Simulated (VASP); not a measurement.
# SrCl2 (I4_1/amd) in VASP: further runs, part 2 of 2

VASP 6.6.1. The steps go on from the part before.

## 4. Single point, r2SCAN (35.08 Å³/atom)

This run uses another cell than the first one, of 35.08 Å³/atom.

File POSCAR:

```
SrCl2
1.0
   -2.7788325805      2.7788325805      6.8140551468
    2.7788325805     -2.7788325805      6.8140551468
    2.7788325805      2.7788325805     -6.8140551468
Sr Cl
2 4
Direct
    0.7500000000      0.2500000000      0.5000000000
    0.0000000000      0.0000000000      0.0000000000
    0.5403727397      0.0403727397      0.5000000000
    0.7903727397      0.7903727397      0.0000000000
    0.2096272603      0.2096272603      0.0000000000
    0.9596272603      0.4596272603      0.5000000000
```

File INCAR.step1:

```
PREC = Accurate ; ENCUT = 520
ISMEAR = 0 ; SIGMA = 0.01
LREAL = False ; LASPH = True
NELM = 100 ; NBANDS = 33
GGA = PE ; ALGO = Normal
EDIFF = 1E-4 ; LWAVE = True
LCHARG = False
```

File INCAR.step2:

```
PREC = Accurate ; ENCUT = 520
EDIFF = 1E-6 ; ISMEAR = 0
SIGMA = 0.01 ; LREAL = False
LASPH = True ; NELM = 100
ALGO = Normal ; ISIF = 2
LWAVE = False ; LCHARG = False
METAGGA = R2SCAN ; LMIXTAU = True
NBANDS = 33 ; ISTART = 1
```

File KPOINTS:

```
regular mesh
0
Gamma
  6 6 6
```

Potentials or basis: VASP PAW PBE potentials, release 64 (Sr_sv, Cl).

The run is started by

```console
> cat potpaw_PBE.64/Sr_sv/POTCAR potpaw_PBE.64/Cl/POTCAR > POTCAR
> cp INCAR.step1 INCAR
> mpirun -np 1 vasp_std > vasp.out
> cp INCAR.step2 INCAR
> mpirun -np 1 vasp_std > vasp.out
```

OUTCAR:

```text
PREC = Accurate
   ENCUT = 520
   EDIFF = 1E-6
   ISMEAR = 0
   LREAL = False
   LASPH = True
   NELM = 100
   ISIF = 2
   METAGGA = R2SCAN
   ISTART = 1

 ion  position               nearest neighbor table
   1  0.750  0.250  0.500-   4 2.83   5 2.83   4 2.83   5 2.83   3 2.86   6 2.86   2 4.40   2 4.40
                             2 4.40   2 4.40
   2  0.000  0.000  0.000-   3 2.83   6 2.83   3 2.83   6 2.83   5 2.86   4 2.86   1 4.40   1 4.40
                             1 4.40   1 4.40
   3  0.540  0.040  0.500-   2 2.83   2 2.83   1 2.86
   4  0.790  0.790  0.000-   1 2.83   1 2.83   2 2.86
   5  0.210  0.210  0.000-   1 2.83   1 2.83   2 2.86
   6  0.960  0.460  0.500-   2 2.83   2 2.83   1 2.86

  LATTYP: Found a body centered tetragonal cell.
 ALAT       =     5.5576651610
 C/A-ratio  =     2.4521287085

  Lattice vectors:

 A1 = (  -2.7788325805,   2.7788325805,   6.8140551468)
 A2 = (   2.7788325805,  -2.7788325805,   6.8140551468)
 A3 = (   2.7788325805,   2.7788325805,  -6.8140551468)

Analysis of symmetry for initial positions (statically):
=====================================================================
 Subroutine PRICEL returns:
 Original cell was already a primitive cell.

 Routine SETGRP: Setting up the symmetry group for a
 body centered tetragonal supercell.

 Subroutine GETGRP returns: Found 16 space group operations
 (whereof  8 operations were pure point group operations)
 out of a pool of 16 trial point group operations.

The static configuration has the point symmetry D_2d.
 The point group associated with its full space group is D_4h.

Analysis of symmetry for dynamics (positions and initial velocities):
=====================================================================
 Subroutine PRICEL returns:
 Original cell was already a primitive cell.

 Routine SETGRP: Setting up the symmetry group for a
 body centered tetragonal supercell.

 Subroutine GETGRP returns: Found 16 space group operations
 (whereof  8 operations were pure point group operations)
 out of a pool of 16 trial point group operations.

The dynamic configuration has the point symmetry D_2d.
 The point group associated with its full space group is D_4h.

 Subroutine INISYM returns: Found 16 space group operations
 (whereof  8 operations are pure point group operations),
 and found     1 'primitive' translations

----------------------------------------------------------------------------------------

                                     Primitive cell

  volume of cell :     210.4701

  direct lattice vectors                    reciprocal lattice vectors
    -2.778832581  2.778832581  6.814055147     0.000000000  0.179931675  0.073377745
     2.778832581 -2.778832581  6.814055147     0.179931675  0.000000000  0.073377745
     2.778832581  2.778832581 -6.814055147     0.179931675  0.179931675  0.000000000

  length of vectors
     7.866077076  7.866077076  7.866077076     0.194318555  0.194318555  0.254461815

  position of ions in fractional coordinates (direct lattice)
     0.750000000  0.250000000  0.500000000
     0.000000000  0.000000000  0.000000000
     0.540372740  0.040372740  0.500000000
     0.790372740  0.790372740  0.000000000
     0.209627260  0.209627260  0.000000000
     0.959627260  0.459627260  0.500000000

[... 39 lines left out ...]
  0.333333  0.000000 -0.000000      8.000000
  0.500000  0.000000 -0.000000      4.000000
  0.166667  0.166667 -0.000000      8.000000
  0.333333  0.166667 -0.000000     16.000000
[... 16 lines left out ...]
 -0.333333 -0.333333  0.166667      8.000000
 -0.166667 -0.333333  0.166667      8.000000
 [... further k-points ...]
   k-points           NKPTS =     30   k-points in BZ     NKDIM =     30   number of bands    NBANDS=     33
   number of dos      NEDOS =    301   number of ions     NIONS =      6
   total plane-waves  NPLWV = 216000
   dimension x,y,z NGX =    60 NGY =   60 NGZ =   60
   dimension x,y,z NGXF=   120 NGYF=  120 NGZF=  120
   ions per type =               2   4
   NGX,Y,Z   is equivalent  to a cutoff of  12.68, 12.68, 12.68 a.u.
   NGXF,Y,Z  is equivalent  to a cutoff of  25.36, 25.36, 25.36 a.u.
 SYSTEM =  unknown system
   PREC   = accura    normal or accurate (medium, high low for compatibility)
   ISTART =      1    job   : 0-new  1-cont  2-samecut
   ICHARG =      0    charge: 1-file 2-atom 10-const
   ISPIN  =      1    spin polarized calculation?
   LNONCOLLINEAR =      F non collinear calculations
   LSORBIT =      F    spin-orbit coupling
   LASPH  =      T    aspherical Exc in radial PAW
   ENCUT  =  520.0 eV  38.22 Ry    6.18 a.u.  14.63 14.63 14.63*2*pi/ulx,y,z
   NELM   =    100;   NELMIN=  2; NELMDL=  0     # of ELM steps
   EDIFF  = 0.1E-05   stopping-criterion for ELM
   LREAL  =      F    real-space projection
   EDIFFG = 0.1E-04   stopping-criterion for IOM
   NSW    =      0    number of steps for IOM
   IBRION =     -1    ionic relax: 0-MD 1-quasi-New 2-CG
   NFREE  =      0    steps in history (QN), initial steepest desc. (CG)
   ISIF   =      2    stress and relaxation
   ISYM   =      2    0-nonsym 1-usesym 2-fastsym
   POTIM  = 0.5000    time-step for ionic-motion
   TEBEG  =    0.0;   TEEND  =   0.0 temperature during run
   PSTRESS=    0.0 pullay stress
   NELECT =      48.0000    total number of electrons
   NUPDOWN=      -1.0000    fix difference up-down
   EMIN   =  10.00;   EMAX   =-10.00  energy-range for DOS
   EFERMI =   0.00;   METHOD = LEGACY
   ISMEAR =     0;   SIGMA  =   0.01  broadening in eV -4-tet -1-fermi 0-gaus
   EFERMI_NEDOS =   21; number of points for ismear=-14 and -15
   IALGO  =     38    algorithm
   IMIX   =      4    mixing-type and parameters
     AMIX     =   0.40;   BMIX     =  1.00
     AMIX_MAG =   1.60;   BMIX_MAG =  1.00
  volume/ion in A,a.u.               =      35.08       236.72
  Fermi-wavevector in a.u.,A,eV,Ry     =   1.000211  1.890125 13.611578  1.000423
  Thomas-Fermi vector in A             =   2.132553
   LORBIT       =      0    0 simple, 1 ext, 2 COOP (PROOUT), +10 PAW based schemes
   METAGGA = R2SCAN    functional components
   LHFCALC =     F    Hartree Fock is set to
   AEXX    =    0.0000 exact exchange contribution
   IVDW    =     0    specifies the selected vdW correction
   LEPSILON=     F    determine dielectric tensor
   LRPA    =     F    only Hartree local field effects (RPA)
 non-spin polarized calculation
 Gauss-broadening in eV      SIGMA  =   0.01
  energy-cutoff  :      520.00
  volume of cell :      210.47
 maximum number of plane-waves:      5777
 NGX is ok and might be reduce to    60
   NGX = 29   NGY = 29   NGZ = 29

 number of electron      48.0000000 magnetization

 Free energy of the ion-electron system (eV)
  ---------------------------------------------------
  ext. energy  EPLUGINS =         0.00000000
  ---------------------------------------------------
  free energy    TOTEN  =       -70.86128983 eV

  energy without entropy =      -70.86128983  energy(sigma->0) =      -70.86128983

 E-fermi :  -2.1138     XC(G=0):  -7.5621

 val. band max:       -2.2477456569   @ k =   0.5000   0.5000   0.0000
 cond. band min:       4.1048547554   @ k =   0.0000   0.0000   0.0000
 fundamental gap:      6.3526004123
 Fermi energy:        -2.1138048834

 k-point     1 :       0.0000    0.0000    0.0000
  band No.  band energies     occupation
      1     -35.4210      2.00000
      2     -35.4102      2.00000
      3     -17.2700      2.00000
      4     -16.9191      2.00000
      5     -16.9191      2.00000
      6     -16.8834      2.00000
[... 853 lines left out ...]
     32       6.5117      0.00000
     33       6.8872      0.00000

 [... further k-points ...]

------------------------ aborting loop because EDIFF is reached ----------------------------------------

  FORCE on cell =-STRESS in cart. coord.  units (eV):
  Direction    XX          YY          ZZ          XY          YZ          ZX
  --------------------------------------------------------------------------------------
  -------------------------------------------------------------------------------------
  Total        2.5990202      2.5990202      2.7489653      0.0000000      0.0000000      0.0000000
  in kB       19.7847165     19.7847165     20.9261552      0.0000000      0.0000000      0.0000000
  external PRESSURE =      20.1651961 kB  Pullay stress =       0.0000000 kB

 VOLUME and BASIS-vectors are now :
 -----------------------------------------------------------------------------
  energy-cutoff  :      520.00
  volume of cell :      210.47
      direct lattice vectors                 reciprocal lattice vectors
    -2.778832581  2.778832581  6.814055147     0.000000000  0.179931675  0.073377745
     2.778832581 -2.778832581  6.814055147     0.179931675  0.000000000  0.073377745
     2.778832581  2.778832581 -6.814055147     0.179931675  0.179931675  0.000000000

 POSITION                                       TOTAL-FORCE (eV/Angst)
 -----------------------------------------------------------------------------------
     -0.00000      2.77883      3.40703         0.000000      0.000000      0.000000
      0.00000      0.00000      0.00000         0.000000      0.000000      0.000000
      0.00000      2.77883      0.55020        -0.000000     -0.000000     -0.146212
      0.00000      0.00000     10.77129         0.000000      0.000000     -0.146212
      0.00000      0.00000      2.85682         0.000000      0.000000      0.146212
     -0.00000      2.77883      6.26385        -0.000000     -0.000000      0.146212
 -----------------------------------------------------------------------------------
    total drift:                               -0.000000     -0.000000      0.000000

  FREE ENERGIE OF THE ION-ELECTRON SYSTEM (eV)
  ---------------------------------------------------
  free  energy   TOTEN  =       -70.8612898269 eV

  energy  without entropy=      -70.8612898269  energy(sigma->0) =      -70.86128983
```

Wall time 11 min (1 thread of Intel Xeon 6975P-C (Granite Rapids), shared host); peak memory 0.63 GiB.

Results:

```yaml
Free_energy: -70.8613 eV
Pressure: 2.0 GPa
Largest_force: 0.146 eV/Å
Band_gap_on_the_k_mesh: 6.35 eV (least direct gap 6.55 eV)
```

Forces on the atoms (eV/Å):
```
Sr   0.000  0.000  0.000
Sr   0.000  0.000  0.000
Cl   0.000  0.000 -0.146
Cl   0.000  0.000 -0.146
Cl   0.000  0.000  0.146
Cl   0.000  0.000  0.146
```

Stress tensor (GPa, compression positive):
```
1.98 0.00 0.00
0.00 1.98 0.00
0.00 0.00 2.09
```

Caveat: the PAW data sets were made with another functional, which shifts forces and pressure a little. A k mesh can miss the band edges.

## 5. Single point, r2SCAN (38.44 Å³/atom)

This run uses another cell than the first one, of 38.44 Å³/atom.

POSCAR: that of step 4 with these lines changed.

```diff
@@ -2,5 +2,5 @@
 1.0
-   -2.7788325805      2.7788325805      6.8140551468
-    2.7788325805     -2.7788325805      6.8140551468
-    2.7788325805      2.7788325805     -6.8140551468
+   -2.8648298897      2.8648298897      7.0249316176
+    2.8648298897     -2.8648298897      7.0249316176
+    2.8648298897      2.8648298897     -7.0249316176
 Sr Cl
```

File INCAR.step1:

```
ALGO = Normal
EDIFF = 1E-4
ENCUT = 520
GGA = PE
ISMEAR = 0
LASPH = T
LCHARG = F
LREAL = F
LWAVE = T
NBANDS = 33
NELM = 60
PREC = Accurate
SIGMA = 0.01
```

File INCAR.step2:

```
ALGO = Normal
EDIFF = 1E-6
ENCUT = 520
ISIF = 2
ISMEAR = 0
ISTART = 1
LASPH = T
LCHARG = F
LMIXTAU = T
LREAL = F
LWAVE = F
METAGGA = R2SCAN
NBANDS = 33
NELM = 60
PREC = Accurate
SIGMA = 0.01
```

File KPOINTS:

```
k-points
0
Gamma
  6 6 6
```

Potentials or basis: VASP PAW PBE potentials, release 64 (Sr_sv, Cl).

The run is started by

```console
> cat potpaw_PBE.64/Sr_sv/POTCAR potpaw_PBE.64/Cl/POTCAR > POTCAR
> cp INCAR.step1 INCAR
> mpirun -np 1 vasp_std > vasp.out
> cp INCAR.step2 INCAR
> mpirun -np 1 vasp_std > vasp.out
```

OUTCAR:

```text
EDIFF = 1E-6
   ENCUT = 520
   ISIF = 2
   ISMEAR = 0
   ISTART = 1
   LASPH = T
   LREAL = F
   METAGGA = R2SCAN
   NELM = 60
   PREC = Accurate

 ion  position               nearest neighbor table
   1  0.750  0.250  0.500-   4 2.92   5 2.92   4 2.92   5 2.92   3 2.95   6 2.95   2 4.53   2 4.53
                             2 4.53   2 4.53
   2  0.000  0.000  0.000-   3 2.92   6 2.92   3 2.92   6 2.92   5 2.95   4 2.95   1 4.53   1 4.53
                             1 4.53   1 4.53
   3  0.540  0.040  0.500-   2 2.92   2 2.92   1 2.95
   4  0.790  0.790  0.000-   1 2.92   1 2.92   2 2.95
   5  0.210  0.210  0.000-   1 2.92   1 2.92   2 2.95
   6  0.960  0.460  0.500-   2 2.92   2 2.92   1 2.95
[... 1074 lines left out ...]
  Total       -0.9652098     -0.9652098     -1.0958393      0.0000000     -0.0000000      0.0000000
  in kB       -6.7055212     -6.7055212     -7.6130325      0.0000000     -0.0000000      0.0000000
  external PRESSURE =      -7.0080250 kB  Pullay stress =       0.0000000 kB

 VOLUME and BASIS-vectors are now :
 -----------------------------------------------------------------------------
  energy-cutoff  :      520.00
  volume of cell :      230.62
      direct lattice vectors                 reciprocal lattice vectors
    -2.864829890  2.864829890  7.024931618     0.000000000  0.174530433  0.071175070
     2.864829890 -2.864829890  7.024931618     0.174530433  0.000000000  0.071175070
     2.864829890  2.864829890 -7.024931618     0.174530433  0.174530433  0.000000000

 POSITION                                       TOTAL-FORCE (eV/Angst)
 -----------------------------------------------------------------------------------
      0.00000      2.86483      3.51247        -0.000000     -0.000000     -0.000000
      0.00000      0.00000      0.00000        -0.000000     -0.000000      0.000000
      0.00000      2.86483      0.56723         0.000000     -0.000000      0.052645
      0.00000      0.00000     11.10463        -0.000000      0.000000      0.052645
      0.00000      0.00000      2.94523        -0.000000      0.000000     -0.052645
      0.00000      2.86483      6.45770         0.000000     -0.000000     -0.052645
 -----------------------------------------------------------------------------------
    total drift:                               -0.000000     -0.000000      0.000000

  FREE ENERGIE OF THE ION-ELECTRON SYSTEM (eV)
  ---------------------------------------------------
  free  energy   TOTEN  =       -70.9367026393 eV

  energy  without entropy=      -70.9367026393  energy(sigma->0) =      -70.93670264
```

OUTCAR.step1:

```text
EDIFF = 1E-4
   ENCUT = 520
   GGA = PE
   ISMEAR = 0
[... 1105 lines left out ...]
      0.00000      2.86483      0.56723         0.000000      0.000000      0.050059
      0.00000      0.00000     11.10463        -0.000000     -0.000000      0.050059
      0.00000      0.00000      2.94523        -0.000000     -0.000000     -0.050059
      0.00000      2.86483      6.45770         0.000000      0.000000     -0.050059
 -----------------------------------------------------------------------------------
    total drift:                               -0.000000     -0.000000      0.000000

  FREE ENERGIE OF THE ION-ELECTRON SYSTEM (eV)
  ---------------------------------------------------
  free  energy   TOTEN  =       -25.3785734142 eV

  energy  without entropy=      -25.3785734142  energy(sigma->0) =      -25.37857341
```

OSZICAR.step1:

```text
N       E                     dE             d eps       ncg     rms          rms(c)
DAV:   1     0.351604056427E+03    0.35160E+03   -0.20891E+04  1980   0.124E+03
DAV:   2     0.884757722261E+01   -0.34276E+03   -0.32988E+03  2673   0.263E+02
DAV:   3    -0.250460000797E+02   -0.33894E+02   -0.33738E+02  2999   0.790E+01
DAV:   4    -0.260663128096E+02   -0.10203E+01   -0.10184E+01  3040   0.144E+01
DAV:   5    -0.261084339989E+02   -0.42121E-01   -0.42113E-01  3184   0.217E+00    0.192E+01
DAV:   6    -0.253325505865E+02    0.77588E+00   -0.18223E+00  2469   0.553E+00    0.126E+01
DAV:   7    -0.253795101568E+02   -0.46960E-01   -0.13008E+00  2804   0.484E+00    0.249E+00
DAV:   8    -0.253732599261E+02    0.62502E-02   -0.21083E-01  2406   0.183E+00    0.632E-01
DAV:   9    -0.253760034876E+02   -0.27436E-02   -0.82486E-03  2592   0.410E-01    0.241E-01
DAV:  10    -0.253782360241E+02   -0.22325E-02   -0.18046E-03  2180   0.225E-01    0.520E-02
DAV:  11    -0.253784997806E+02   -0.26376E-03   -0.20851E-04  2080   0.787E-02    0.427E-02
DAV:  12    -0.253785734142E+02   -0.73634E-04   -0.93444E-05  1608   0.573E-02
   1 F= -.25378573E+02 E0= -.25378573E+02  d E =-.313762E-20
```

Run time: 40 min. Hardware: 1 thread of Intel Xeon 8259CL, shared host; peak memory 0.67 GiB.

Results:

* Free energy: -70.9367 eV
* Pressure: -0.7 GPa
* Largest force: 0.053 eV/Å
* Band gap on the k mesh: 6.09 eV (least direct gap 6.25 eV)

Forces on the atoms (eV/Å):
```
Sr   0.000  0.000  0.000
Sr   0.000  0.000  0.000
Cl   0.000  0.000  0.053
Cl   0.000  0.000  0.053
Cl   0.000  0.000 -0.053
Cl   0.000  0.000 -0.053
```

Stress tensor (GPa, compression positive):
```
-0.67  0.00  0.00
 0.00 -0.67  0.00
 0.00  0.00 -0.76
```

Caveat: the PAW data sets were made with another functional, which shifts forces and pressure a little. A k mesh can miss the band edges.

## 6. Summary

| level | cell | gap on the mesh (eV) | pressure (GPa) | largest force (eV/Å) |
| --- | --- | --- | --- | --- |
| PBE | a = 8.213 Å, angles 139.0, 139.0, 59.3°, 6 atoms, atomic positions A | 5.36 | -0.6 | 0.04 |
| PBE | a = 8.292 Å, angles 139.0, 139.0, 59.3°, 6 atoms, atomic positions A | 5.27 | -1.2 | 0.09 |
| r2SCAN | a = 7.866 Å, angles 138.6, 138.6, 59.9°, 6 atoms, atomic positions B | 6.35 | 2.0 | 0.15 |
| r2SCAN | a = 8.110 Å, angles 138.6, 138.6, 59.9°, 6 atoms, atomic positions B | 6.09 | -0.7 | 0.05 |

Alike in all rows: task single point; potentials or basis VASP PAW PBE potentials, release 64 (Sr_sv, Cl); no spin polarisation; k mesh 6 × 6 × 6; cutoff (eV) 520; smearing gaussian 0.01 eV.

Caveats: the PAW data sets were made with another functional, which shifts forces and pressure a little (at least some runs).

Absolute energies hang on the potentials; compare differences alone.
